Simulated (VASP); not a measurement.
# Ta (I4_1/amd) in VASP: further runs

The runs below take Ta through relaxation of cell and atoms, single point, with PBE.

Program: VASP 6.6.1. These are calculated values, not measurements. Logs are shortened: lines on timing, memory, paths and dates and some standing lists are left out, and cuts for length are marked.

### Step 1. The cell of the first run

The structure is tetragonal, space group I4_1/amd (No. 141). Conventional cell: a = 5.291 Å, b = 5.291 Å, c = 2.807 Å, α = 90.00°, β = 90.00°, γ = 90.00°. Within 3.6 Å of Ta (site symmetry -4m2) lie 10 Ta at 2.74 to 3.38 Å.

### Step 2. Relaxation of cell and atoms, PBE

The input, INCAR:

```
SYSTEM = Ta
  ALGO = Fast
  EDIFF = 1E-6
  EDIFFG = -0.01
  ENCUT = 600
  GGA = PE
  IBRION = 2
  ISIF = 3
  ISMEAR = 0
  LASPH = .True.
  LCHARG = .False.
  LREAL = .False.
  LWAVE = .False.
  NELM = 80
  NSW = 100
  PREC = Accurate
  SIGMA = 0.1
```

The input, KPOINTS:

```
k-points
0
Gamma
  22 22 22
  0 0 0
```

The input, POSCAR:

```
Ta
1.0
   -2.6454644711      2.6454644711      1.4036561092
    2.6454644711     -2.6454644711      1.4036561092
    2.6454644711      2.6454644711     -1.4036561092
Ta
2
Direct
    0.0000000000      0.0000000000      0.0000000000
    0.7500000000      0.2500000000      0.5000000000
```

Potentials or basis: VASP PAW PBE potentials, release 64 (Ta_pv).

On the command line:

```
cat potpaw_PBE.64/Ta_pv/POTCAR > POTCAR
mpirun -np 1 vasp_std > vasp.out
```

OUTCAR:

```text
SYSTEM = Ta
   EDIFF = 1E-6
   EDIFFG = -0.01
   ENCUT = 600
   GGA = PE
   IBRION = 2
   ISIF = 3
   ISMEAR = 0
   LASPH = .True.
   LREAL = .False.
   NELM = 80
   NSW = 100
   PREC = Accurate

 ion  position               nearest neighbor table
   1  0.000  0.000  0.000-   2 2.74   2 2.74   2 2.74   2 2.74   2 3.38   2 3.38   2 3.38   2 3.38

   2  0.750  0.250  0.500-   1 2.74   1 2.74   1 2.74   1 2.74   1 3.38   1 3.38   1 3.38   1 3.38

  LATTYP: Found a body centered tetragonal cell.
 ALAT       =     5.2909289422
 C/A-ratio  =     0.5305896656

  Lattice vectors:

 A1 = (  -2.6454644711,   2.6454644711,   1.4036561092)
 A2 = (   2.6454644711,  -2.6454644711,   1.4036561092)
 A3 = (   2.6454644711,   2.6454644711,  -1.4036561092)

Analysis of symmetry for initial positions (statically):
=====================================================================
 Subroutine PRICEL returns:
 Original cell was already a primitive cell.

 Routine SETGRP: Setting up the symmetry group for a
 body centered tetragonal supercell.

 Subroutine GETGRP returns: Found 16 space group operations
 (whereof  8 operations were pure point group operations)
 out of a pool of 16 trial point group operations.

The static configuration has the point symmetry D_2d.
 The point group associated with its full space group is D_4h.

Analysis of symmetry for dynamics (positions and initial velocities):
=====================================================================
 Subroutine PRICEL returns:
 Original cell was already a primitive cell.

 Routine SETGRP: Setting up the symmetry group for a
 body centered tetragonal supercell.

 Subroutine GETGRP returns: Found 16 space group operations
 (whereof  8 operations were pure point group operations)
 out of a pool of 16 trial point group operations.

The dynamic configuration has the point symmetry D_2d.
 The point group associated with its full space group is D_4h.

 Subroutine INISYM returns: Found 16 space group operations
 (whereof  8 operations are pure point group operations),
 and found     1 'primitive' translations

----------------------------------------------------------------------------------------

                                     Primitive cell

  volume of cell :      39.2938

  direct lattice vectors                    reciprocal lattice vectors
    -2.645464471  2.645464471  1.403656109     0.000000000  0.189002727  0.356212606
     2.645464471 -2.645464471  1.403656109     0.189002727  0.000000000  0.356212606
     2.645464471  2.645464471 -1.403656109     0.189002727  0.189002727  0.000000000

  length of vectors
     3.995899775  3.995899775  3.995899775     0.403248622  0.403248622  0.267290220

  position of ions in fractional coordinates (direct lattice)
     0.000000000  0.000000000  0.000000000
     0.750000000  0.250000000  0.500000000

  ion indices of the primitive-cell ions
   primitive index   ion index
                 1           1
                 2           2

----------------------------------------------------------------------------------------

 KPOINTS: k-points

Automatic generation of k-mesh.
 Grid dimensions read from file:
 generate k-points for:   22   22   22

 Generating k-lattice:

  Cartesian coordinates                     Fractional coordinates (reciprocal lattice)
     0.000000000  0.008591033  0.016191482     0.045454545  0.000000000  0.000000000
     0.008591033  0.000000000  0.016191482     0.000000000  0.045454545  0.000000000
     0.008591033  0.008591033  0.000000000     0.000000000  0.000000000  0.045454545

  Length of vectors
     0.018329483  0.018329483  0.012149555

  Shift w.r.t. Gamma in fractional coordinates (k-lattice)
     0.000000000  0.000000000  0.000000000

 Subroutine IBZKPT returns following result:
 ===========================================

 Found    834 irreducible k-points:

 Following reciprocal coordinates:
            Coordinates               Weight
  0.000000  0.000000  0.000000      1.000000
  0.045455  0.000000 -0.000000      8.000000
  0.090909  0.000000 -0.000000      8.000000
  0.136364  0.000000  0.000000      8.000000
  0.181818  0.000000  0.000000      8.000000
  0.227273 -0.000000  0.000000      8.000000
[... 16 lines left out ...]
  0.500000  0.045455  0.000000     16.000000
 -0.454545  0.045455  0.000000     16.000000
 [... further k-points ...]
   k-points           NKPTS =    834   k-points in BZ     NKDIM =    834   number of bands    NBANDS=     15
   number of dos      NEDOS =    301   number of ions     NIONS =      2
   total plane-waves  NPLWV =  32768
   dimension x,y,z NGX =    32 NGY =   32 NGZ =   32
   dimension x,y,z NGXF=    64 NGYF=   64 NGZF=   64
   ions per type =               2
   NGX,Y,Z   is equivalent  to a cutoff of  13.31, 13.31, 13.31 a.u.
   NGXF,Y,Z  is equivalent  to a cutoff of  26.63, 26.63, 26.63 a.u.
 SYSTEM =  Ta
   PREC   = accura    normal or accurate (medium, high low for compatibility)
   ISTART =      0    job   : 0-new  1-cont  2-samecut
   ICHARG =      2    charge: 1-file 2-atom 10-const
   ISPIN  =      1    spin polarized calculation?
   LNONCOLLINEAR =      F non collinear calculations
   LSORBIT =      F    spin-orbit coupling
   LASPH  =      T    aspherical Exc in radial PAW
   ENCUT  =  600.0 eV  44.10 Ry    6.64 a.u.   7.98  7.98  7.98*2*pi/ulx,y,z
   NELM   =     80;   NELMIN=  2; NELMDL= -5     # of ELM steps
   EDIFF  = 0.1E-05   stopping-criterion for ELM
   LREAL  =      F    real-space projection
   EDIFFG = -.1E-01   stopping-criterion for IOM
   NSW    =    100    number of steps for IOM
   IBRION =      2    ionic relax: 0-MD 1-quasi-New 2-CG
   NFREE  =      1    steps in history (QN), initial steepest desc. (CG)
   ISIF   =      3    stress and relaxation
   ISYM   =      2    0-nonsym 1-usesym 2-fastsym
   POTIM  = 0.5000    time-step for ionic-motion
   TEBEG  =    0.0;   TEEND  =   0.0 temperature during run
   PSTRESS=    0.0 pullay stress
   NELECT =      22.0000    total number of electrons
   NUPDOWN=      -1.0000    fix difference up-down
   EMIN   =  10.00;   EMAX   =-10.00  energy-range for DOS
   EFERMI =   0.00;   METHOD = LEGACY
   ISMEAR =     0;   SIGMA  =   0.10  broadening in eV -4-tet -1-fermi 0-gaus
   EFERMI_NEDOS =   21; number of points for ismear=-14 and -15
   IALGO  =     68    algorithm
   IMIX   =      4    mixing-type and parameters
     AMIX     =   0.40;   BMIX     =  1.00
     AMIX_MAG =   1.60;   BMIX_MAG =  1.00
  volume/ion in A,a.u.               =      19.65       132.58
  Fermi-wavevector in a.u.,A,eV,Ry     =   1.349297  2.549801 24.770797  1.820602
  Thomas-Fermi vector in A             =   2.476895
   LORBIT       =      0    0 simple, 1 ext, 2 COOP (PROOUT), +10 PAW based schemes
   GGA     = PE    functional components
   LHFCALC =     F    Hartree Fock is set to
   AEXX    =    0.0000 exact exchange contribution
   IVDW    =     0    specifies the selected vdW correction
   LEPSILON=     F    determine dielectric tensor
   LRPA    =     F    only Hartree local field effects (RPA)
 conjugate gradient relaxation of ions
 non-spin polarized calculation
 RMM-DIIS sequential band-by-band and
 Gauss-broadening in eV      SIGMA  =   0.10
  energy-cutoff  :      600.00
  volume of cell :       39.29
 maximum number of plane-waves:      1336
   NGX = 15   NGY = 15   NGZ = 15

--------------------------------------- Ionic step        1  -------------------------------------------

 number of electron      22.0000003 magnetization

 Free energy of the ion-electron system (eV)
  ---------------------------------------------------
  ext. energy  EPLUGINS =         0.00000000
  ---------------------------------------------------
  free energy    TOTEN  =       -22.11355363 eV

  energy without entropy =      -22.10359297  energy(sigma->0) =      -22.10857330

------------------------ aborting loop because EDIFF is reached ----------------------------------------

  FORCE on cell =-STRESS in cart. coord.  units (eV):
  Direction    XX          YY          ZZ          XY          YZ          ZX
  --------------------------------------------------------------------------------------
  -------------------------------------------------------------------------------------
  Total        0.0680563      0.0680563      0.1636268      0.0000000      0.0000000     -0.0000000
  in kB        2.7749458      2.7749458      6.6717589      0.0000000      0.0000000     -0.0000000
  external PRESSURE =       4.0738835 kB  Pullay stress =       0.0000000 kB

 VOLUME and BASIS-vectors are now :
 -----------------------------------------------------------------------------
  energy-cutoff  :      600.00
  volume of cell :       39.29
      direct lattice vectors                 reciprocal lattice vectors
    -2.645464471  2.645464471  1.403656109     0.000000000  0.189002727  0.356212606
     2.645464471 -2.645464471  1.403656109     0.189002727  0.000000000  0.356212606
     2.645464471  2.645464471 -1.403656109     0.189002727  0.189002727  0.000000000
[... 181 lines left out ...]
 POSITION                                       TOTAL-FORCE (eV/Angst)
 -----------------------------------------------------------------------------------
     -0.00000      0.00000      0.00000         0.000000     -0.000000     -0.000000
      0.00000      2.64708      0.70286        -0.000000      0.000000      0.000000
 -----------------------------------------------------------------------------------
    total drift:                                0.000000     -0.000000      0.000000

  FREE ENERGIE OF THE ION-ELECTRON SYSTEM (eV)
  ---------------------------------------------------
  free  energy   TOTEN  =       -22.1137063679 eV

  energy  without entropy=      -22.1037055024  energy(sigma->0) =      -22.10870594

--------------------------------------- Ionic step        7  -------------------------------------------

 number of electron      22.0000003 magnetization

 Free energy of the ion-electron system (eV)
  ---------------------------------------------------
  ext. energy  EPLUGINS =         0.00000000
  ---------------------------------------------------
  free energy    TOTEN  =       -22.11371999 eV

  energy without entropy =      -22.10370802  energy(sigma->0) =      -22.10871401

 E-fermi :   5.0960     XC(G=0): -12.0867

 val. band max:        5.0953787455   @ k =  -0.3636   0.4545   0.0909
 cond. band min:       5.0968169742   @ k =  -0.1364   0.4091   0.1364
 fundamental gap:      0.0014382287
 Fermi energy:         5.0960451909

 k-point     1 :       0.0000    0.0000    0.0000
  band No.  band energies     occupation
      1     -29.4935      2.00000
      2     -29.4935      2.00000
      3     -28.4893      2.00000
      4     -28.4893      2.00000
      5     -28.4408      2.00000
      6     -28.4282      2.00000
      7      -2.6731      2.00000
      8       0.9412      2.00000
      9       2.7731      2.00000
     10       2.8819      2.00000
     11       4.0274      2.00000
     12       8.3964      0.00000
     13       8.3964      0.00000
     14       8.4603      0.00000
     15       8.4603      0.00000
[... 397 lines left out ...]
 k-point    24 :      -0.4545    0.0455    0.0000
  band No.  band energies     occupation
      1     -29.4336      2.00000
      2     -29.3849      2.00000
      3     -29.3069      2.00000
      4     -28.9033      2.00000
      5     -28.7810      2.00000
      6     -28.4269      2.00000
      7       1.1610      2.00000
      8       1.8408      2.00000
      9       3.0386      2.00000
     10       3.8341      2.00000
     11       5.3209      0.00147
     12       5.4589      0.00000
     13       6.4589      0.00000
     14       8.5131      0.00000
     15       8.7446      0.00000

 [... further k-points ...]

------------------------ aborting loop because EDIFF is reached ----------------------------------------

  FORCE on cell =-STRESS in cart. coord.  units (eV):
  Direction    XX          YY          ZZ          XY          YZ          ZX
  --------------------------------------------------------------------------------------
  -------------------------------------------------------------------------------------
  Total        0.0061417      0.0061417     -0.0057968      0.0000000      0.0000000      0.0000000
  in kB        0.2498292      0.2498292     -0.2358002      0.0000000      0.0000000      0.0000000
  external PRESSURE =       0.0879527 kB  Pullay stress =       0.0000000 kB

 VOLUME and BASIS-vectors are now :
 -----------------------------------------------------------------------------
  energy-cutoff  :      600.00
  volume of cell :       39.39
      direct lattice vectors                 reciprocal lattice vectors
    -2.645901301  2.645901301  1.406532522     0.000000000  0.188971524  0.355484137
     2.645901301 -2.645901301  1.406532522     0.188971524  0.000000000  0.355484137
     2.645901301  2.645901301 -1.406532522     0.188971524  0.188971524  0.000000000

 POSITION                                       TOTAL-FORCE (eV/Angst)
 -----------------------------------------------------------------------------------
      0.00000      5.29180      0.00000         0.000000     -0.000000      0.000000
      0.00000      2.64590      0.70327        -0.000000      0.000000     -0.000000
 -----------------------------------------------------------------------------------
    total drift:                               -0.000000     -0.000000      0.000000

  FREE ENERGIE OF THE ION-ELECTRON SYSTEM (eV)
  ---------------------------------------------------
  free  energy   TOTEN  =       -22.1137199942 eV

  energy  without entropy=      -22.1037080193  energy(sigma->0) =      -22.10871401

 reached required accuracy - stopping structural energy minimisation
```

Wall time 56 min (1 thread of Oxide Virtual Turin-like, shared host); peak memory 0.6 GiB.

Results:

```yaml
Free_energy: -22.1137 eV
Relaxed_volume: 19.69 Å³/atom
Relaxed_cell: a = 3.997 Å, b = 3.997 Å, c = 3.997 Å, α = 97.11°, β = 97.11°, γ = 138.80°
Space_group_after_relaxing_to_0.1_Å: I4_1/amd (No. 141)
Energy_gained_by_relaxing: 0.1 meV/atom
Ionic_steps: 7
Pressure_after_relaxing: 0.0 GPa
Band_gap_on_the_k_mesh: zero (bands 11 and 12 overlap by 1.47 eV)
```

Step by step:
| step | energy change (eV) | largest force (eV/Å) | pressure (GPa) | volume (Å³) |
| --- | --- | --- | --- | --- |
| 1 | 0.0000 | 0.0000 | 0.41 | 39.29 |
| 2 | 0.0003 | 0.0000 | -0.77 | 39.58 |
| 3 | -0.0002 | 0.0000 | 0.01 | 39.40 |
| 4 | -0.0002 | 0.0000 | -0.05 | 39.41 |
| 5 | -0.0002 | 0.0000 | -0.10 | 39.40 |
| 6 | -0.0002 | 0.0000 | -0.05 | 39.40 |
| 7 | -0.0002 | 0.0000 | 0.01 | 39.39 |

Final structure:
```yaml
crystal:
  lattice:
    - [-2.64590, 2.64590, 1.40653]
    - [2.64590, -2.64590, 1.40653]
    - [2.64590, 2.64590, -1.40653]
  atoms:
    - { symbol: Ta, position: [0.00000, 0.00000, 0.00000] }
    - { symbol: Ta, position: [0.75000, 0.25000, 0.50000] }
```

Caveat: spin-orbit coupling is left out, which moves the levels of the heavy elements.

### Step 3. Single point, PBE

The input, INCAR:

```
PREC = Accurate ; ENCUT = 520
EDIFF = 1E-7 ; ISMEAR = 0
SIGMA = 0.1 ; LREAL = F
LASPH = T ; NELM = 60
ALGO = Fast ; ISIF = 2
LWAVE = F ; LCHARG = T
GGA = PE ; LELF = T
LVHAR = T ; NBANDS = 18
```

The input, KPOINTS:

```
Automatic mesh
0
Gamma
  22 22 22
```

The input, POSCAR:

```
Ta
1.0
   -2.6452362734      2.6452362734      1.4060909693
    2.6452362734     -2.6452362734      1.4060909693
    2.6452362734      2.6452362734     -1.4060909693
Ta
2
Direct
    0.0000000000      0.0000000000      0.0000000000
    0.7500000000      0.2500000000      0.5000000000
```

Potentials or basis: VASP PAW PBE potentials, release 64 (Ta_pv).

On the command line:

```
cat potpaw_PBE.64/Ta_pv/POTCAR > POTCAR
mpirun -np 1 vasp_std > vasp.out
```

It took 15 min on 1 thread of Oxide Virtual Turin-like, shared host; peak memory 0.52 GiB.

It converged, with:

```yaml
Free_energy: -22.1132 eV
Pressure: 0.1 GPa
Band_gap_on_the_k_mesh: zero (bands 11 and 12 overlap by 1.47 eV)
```

Levels at points of the mesh, in eV from the Fermi level:
```csv
k point,band 9,band 10,band 11,band 12,band 13,band 14
"(0.00, 0.00, 0.00)",-2.33,-2.22,-1.07,3.30,3.30,3.37
"(0.50, 0.00, 0.00)",-2.02,-1.28,0.40,0.86,0.94,3.07
"(0.50, 0.50, 0.00)",-1.62,-1.62,-0.05,-0.05,1.50,1.50
"(0.50, 0.50, 0.50)",-1.04,-1.04,-0.12,-0.12,2.37,2.37
```

Caveat: spin-orbit coupling is left out, which moves the levels of the heavy elements.
